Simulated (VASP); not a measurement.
# GaN (P6_3mc) in VASP: a series of runs, part 3 of 3

VASP 6.6.1. Earlier steps stand in the parts before.

## Step 4: Single point, PBE (strain -0.015 along x and y, -0.015 along z)

INCAR

```
PREC = Accurate ; ENCUT = 520
EDIFF = 1E-6 ; ISMEAR = 0
SIGMA = 0.05 ; LREAL = False
LASPH = True ; NELM = 60
ALGO = Normal ; ISIF = 2
LWAVE = False ; LCHARG = True
GGA = PE ; LELF = True
LVHAR = True ; NBANDS = 26
```

KPOINTS

```
regular mesh
0
Gamma
  12 12 6
```

POSCAR

```
GaN
1.0
    3.1701524782      0.0000000000      0.0000000000
   -1.5850762391      2.7454325800      0.0000000000
    0.0000000000      0.0000000000      5.1643849746
Ga N
2 2
Direct
    0.3333333333      0.6666666667      0.9991316867
    0.6666666667      0.3333333333      0.4991316867
    0.3333333333      0.6666666667      0.3758683133
    0.6666666667      0.3333333333      0.8758683133
```

Potentials or basis: VASP PAW PBE potentials, release 64 (Ga_d, N).

Launch:

```sh
> cat potpaw_PBE.64/Ga_d/POTCAR potpaw_PBE.64/N/POTCAR > POTCAR
> mpirun -np 1 vasp_std > vasp.out
```

OUTCAR:

```text
PREC = Accurate
   ENCUT = 520
   EDIFF = 1E-6
   ISMEAR = 0
   LREAL = False
   LASPH = True
   NELM = 60
   ISIF = 2
   GGA = PE

 ion  position               nearest neighbor table
   1  0.333  0.667  0.999-   4 1.94   4 1.94   4 1.94   3 1.95
   2  0.667  0.333  0.499-   3 1.94   3 1.94   3 1.94   4 1.95
   3  0.333  0.667  0.376-   2 1.94   2 1.94   2 1.94   1 1.95
   4  0.667  0.333  0.876-   1 1.94   1 1.94   1 1.94   2 1.95

  LATTYP: Found a hexagonal cell.
 ALAT       =     3.1701524782
 C/A-ratio  =     1.6290651665

  Lattice vectors:

 A1 = (   3.1701524782,   0.0000000000,   0.0000000000)
 A2 = (  -1.5850762391,   2.7454325800,   0.0000000000)
 A3 = (   0.0000000000,   0.0000000000,   5.1643849746)

Analysis of symmetry for initial positions (statically):
=====================================================================
 Subroutine PRICEL returns:
 Original cell was already a primitive cell.

 Routine SETGRP: Setting up the symmetry group for a
[... 166 lines left out ...]

 Free energy of the ion-electron system (eV)
  ---------------------------------------------------
  ext. energy  EPLUGINS =         0.00000000
  ---------------------------------------------------
  free energy    TOTEN  =       -24.27198481 eV

  energy without entropy =      -24.27198481  energy(sigma->0) =      -24.27198481

 E-fermi :   5.7072     XC(G=0): -11.7572

 val. band max:        5.4979142851   @ k =   0.0000   0.0000   0.0000
 cond. band min:       7.5187701302   @ k =   0.0000   0.0000   0.0000
 fundamental gap:      2.0208558451
 Fermi energy:         5.7071862034

 k-point     1 :       0.0000    0.0000    0.0000
  band No.  band energies     occupation
      1     -10.6227      2.00000
      2      -9.6485      2.00000
      3      -7.9537      2.00000
      4      -7.9382      2.00000
      5      -7.9382      2.00000
      6      -7.8737      2.00000
[... 685 lines left out ...]
     25      16.9351      0.00000
     26      18.7614      0.00000

 [... further k-points ...]
[... 5 lines left out ...]
  --------------------------------------------------------------------------------------
  -------------------------------------------------------------------------------------
  Total        2.4385545      2.4385545      2.4346159      0.0000000      0.0000000      0.0000000
  in kB       86.9227604     86.9227604     86.7823657      0.0000000      0.0000000      0.0000000
  external PRESSURE =      86.8759622 kB  Pullay stress =       0.0000000 kB

 VOLUME and BASIS-vectors are now :
 -----------------------------------------------------------------------------
  energy-cutoff  :      520.00
  volume of cell :       44.95
      direct lattice vectors                 reciprocal lattice vectors
     3.170152478  0.000000000  0.000000000     0.315442240  0.182120662  0.000000000
    -1.585076239  2.745432580  0.000000000     0.000000000  0.364241325  0.000000000
     0.000000000  0.000000000  5.164384975     0.000000000  0.000000000  0.193633899

 POSITION                                       TOTAL-FORCE (eV/Angst)
 -----------------------------------------------------------------------------------
     -0.00000      1.83029      5.15990         0.000000      0.000000      0.008785
      1.58508      0.91514      2.57771        -0.000000      0.000000      0.008785
     -0.00000      1.83029      1.94113         0.000000      0.000000     -0.008785
      1.58508      0.91514      4.52332        -0.000000      0.000000     -0.008785
 -----------------------------------------------------------------------------------
    total drift:                               -0.000001     -0.000001     -0.000585

  FREE ENERGIE OF THE ION-ELECTRON SYSTEM (eV)
  ---------------------------------------------------
  free  energy   TOTEN  =       -24.2719848130 eV

  energy  without entropy=      -24.2719848130  energy(sigma->0) =      -24.27198481
```

OSZICAR:

```text
N       E                     dE             d eps       ncg     rms          rms(c)
DAV:   1     0.278851345674E+03    0.27885E+03   -0.17565E+04  4352   0.258E+03
DAV:   2     0.754705405920E+01   -0.27130E+03   -0.25601E+03  4248   0.489E+02
DAV:   3    -0.271586281605E+02   -0.34706E+02   -0.34211E+02  4752   0.142E+02
DAV:   4    -0.283186228601E+02   -0.11600E+01   -0.11553E+01  4628   0.279E+01
DAV:   5    -0.283431165726E+02   -0.24494E-01   -0.24469E-01  4948   0.389E+00    0.110E+01
DAV:   6    -0.241892037001E+02    0.41539E+01   -0.10013E+01  6510   0.497E+01    0.306E+00
DAV:   7    -0.242900174822E+02   -0.10081E+00   -0.14573E+00  4190   0.905E+00    0.273E+00
DAV:   8    -0.242851519767E+02    0.48655E-02   -0.13981E-01  6418   0.516E+00    0.755E-01
DAV:   9    -0.242714504678E+02    0.13702E-01   -0.47405E-02  6514   0.373E+00    0.326E-01
DAV:  10    -0.242720362360E+02   -0.58577E-03   -0.37845E-03  4150   0.418E-01    0.595E-02
DAV:  11    -0.242719830882E+02    0.53148E-04   -0.47258E-04  5862   0.402E-01    0.341E-02
DAV:  12    -0.242719825031E+02    0.58509E-06   -0.55095E-05  5216   0.737E-02    0.589E-03
DAV:  13    -0.242719848521E+02   -0.23490E-05   -0.12126E-05  5518   0.360E-02    0.108E-02
DAV:  14    -0.242719848130E+02    0.39107E-07   -0.22489E-06  3858   0.130E-02
   1 F= -.24271985E+02 E0= -.24271985E+02  d E =-.161099E-11
```

stdout:

```text
POSCAR found type information on POSCAR GaN
 POSCAR found :  2 types and       4 ions
 scaLAPACK will be used
 LDA part: xc-table for (Slater+PW92), standard interpolation
 POSCAR, INCAR and KPOINTS ok, starting setup
 FFT: planning ... GRIDC
 FFT: planning ... GRID_SOFT
 FFT: planning ... GRID
 WAVECAR not read
 entering main loop
```

Wall time 75 s (1 thread of Intel Xeon Platinum 8375C at 2.90GHz (Ice Lake), shared host); peak memory 0.2 GiB.

What came out:

```
Free energy            : -24.2720 eV
Pressure               : 8.7 GPa
Largest force          : 0.009 eV/Å
Band gap on the k mesh : 2.02 eV
```

Forces in eV/Å, atoms in the order of the input:
```
Ga   0.000  0.000  0.009
Ga   0.000  0.000  0.009
N    0.000  0.000 -0.009
N    0.000  0.000 -0.009
```

Caveat: the cell differs from its parent crystal (strain -0.015 along x and y, -0.015 along z); the cell stands under pressure.

## Step 5: Single point, PBE (strain -0.030 along x and y, +0.030 along z)

INCAR

```
SYSTEM = GaN
PREC = Accurate
ENCUT = 520
EDIFF = 1E-6
ISMEAR = 0
SIGMA = 0.05
LREAL = .False.
LASPH = .True.
NELM = 80
ALGO = Normal
ISIF = 2
LWAVE = .False.
LCHARG = .False.
GGA = PE
NBANDS = 26
```

KPOINTS

```
Automatic mesh
0
Gamma
  12 12 6
  0 0 0
```

POSCAR

```
GaN
1.0
    3.1218760445      0.0000000000      0.0000000000
   -1.5609380223      2.7036239620      0.0000000000
    0.0000000000      0.0000000000      5.4003213440
Ga N
2 2
Direct
    0.3333333333      0.6666666667      0.9991316867
    0.6666666667      0.3333333333      0.4991316867
    0.3333333333      0.6666666667      0.3758683133
    0.6666666667      0.3333333333      0.8758683133
```

Launch:

```sh
> cat potpaw_PBE.64/Ga_d/POTCAR potpaw_PBE.64/N/POTCAR > POTCAR
> mpirun -np 1 vasp_std > vasp.out
```

Wall time 94 s (1 thread of Intel Xeon Platinum 8375C at 2.90GHz (Ice Lake), shared host); peak memory 0.2 GiB.

Results (log left out):

- Free energy: -24.1743 eV
- Pressure: 6.9 GPa
- Largest force: 0.481 eV/Å
- Band gap on the k mesh: 1.68 eV

Forces on the atoms (eV/Å):
```
Ga   0.000  0.000  0.481
Ga   0.000  0.000  0.481
N    0.000  0.000 -0.481
N    0.000  0.000 -0.481
```

Stress tensor (GPa, compression positive):
```
14.19  0.00  0.00
 0.00 14.19  0.00
 0.00  0.00 -7.73
```

Levels at points of the mesh, in eV from the valence-band top:
```
           k point  band 15  band 16  band 17  band 18  band 19  band 20  band 21  band 22
(0.00, 0.00, 0.00)    -0.83    -0.28     0.00     0.00     1.68     4.75     8.69     9.74
(0.50, 0.00, 0.00)    -4.19    -2.58    -2.23    -1.14     5.39     5.45     5.55     8.21
(0.00, 0.00, 0.50)    -0.43    -0.43    -0.43    -0.43     4.36     4.36     8.13     8.13
(0.50, 0.00, 0.50)    -2.15    -2.15    -1.91    -1.91     4.17     4.17     7.60     7.60
```

Caveat: the cell differs from its parent crystal (strain -0.030 along x and y, +0.030 along z); the cell stands under pressure.

## Step 6: The runs side by side

| cell | gap on the mesh (eV) | pressure (GPa) | largest force (eV/Å) |
| --- | --- | --- | --- |
| a = 3.170, b = 3.170, c = 5.086 Å, angles 90.0, 90.0, 120.0°, 4 atoms | 2.15 | 12.0 | 0.19 |
| a = 3.122, b = 3.122, c = 5.322 Å, angles 90.0, 90.0, 120.0°, 4 atoms | 1.85 | 9.4 | 0.43 |
| a = 3.170, b = 3.170, c = 5.164 Å, angles 90.0, 90.0, 120.0°, 4 atoms | 2.02 | 8.7 | 0.01 |
| a = 3.122, b = 3.122, c = 5.400 Å, angles 90.0, 90.0, 120.0°, 4 atoms | 1.68 | 6.9 | 0.48 |

Alike in all rows: task single point; level PBE; potentials or basis VASP PAW PBE potentials, release 64 (Ga_d, N); no spin polarisation; k mesh 12 × 12 × 6; cutoff (eV) 520; smearing gaussian 0.05 eV.

Caveats: the cell stands under pressure.

Absolute energies hang on the potentials; compare differences alone.
